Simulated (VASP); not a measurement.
Input of a VASP 6.6.1 run:

Contents of INCAR:

```
SYSTEM = SiC
ALGO     = Normal         ! electronic algorithm
EDIFF    = 1E-6           ! SCF threshold, eV
ENCUT    = 520            ! plane-wave cutoff, eV
GGA      = PE             ! functional
ISIF     = 2              ! what is computed and relaxed
ISMEAR   = 0              ! smearing method
LASPH    = .TRUE.         ! aspherical terms in the spheres
LCHARG   = .FALSE.        ! write CHGCAR
LREAL    = .FALSE.        ! projectors in reciprocal space
LWAVE    = .FALSE.        ! write WAVECAR
NBANDS   = 11             ! bands
NELM     = 60             ! most SCF steps
PREC     = Accurate       ! precision mode
SIGMA    = 0.02           ! smearing width, eV
```

File KPOINTS:

```
k-points
0
G
  12 12 12
  0 0 0
```

The input POSCAR:

```
SiC
1.0
    0.0000000000      2.1647822400      2.1647822400
    2.1647822400      0.0000000000      2.1647822400
    2.1647822400      2.1647822400      0.0000000000
Si C
1 1
Direct
    0.0000000000      0.0000000000      0.0000000000
    0.7500000000      0.7500000000      0.7500000000
```

Potentials or basis: VASP PAW PBE potentials, release 64 (Si, C).

The run is started by

```sh
$ cat potpaw_PBE.64/Si/POTCAR potpaw_PBE.64/C/POTCAR > POTCAR
$ mpirun -np 1 vasp_std > vasp.out
```

**Question.** What does it give for the band gap on the k mesh?

**Answer.** 1.34 eV, indirect (least direct gap 4.56 eV).

**Question.** Estimate the pressure.

**Answer.** 7.8 GPa.

Caveat: the cell differs from its parent crystal (functional PBE, strained). A k mesh can miss the band edges.
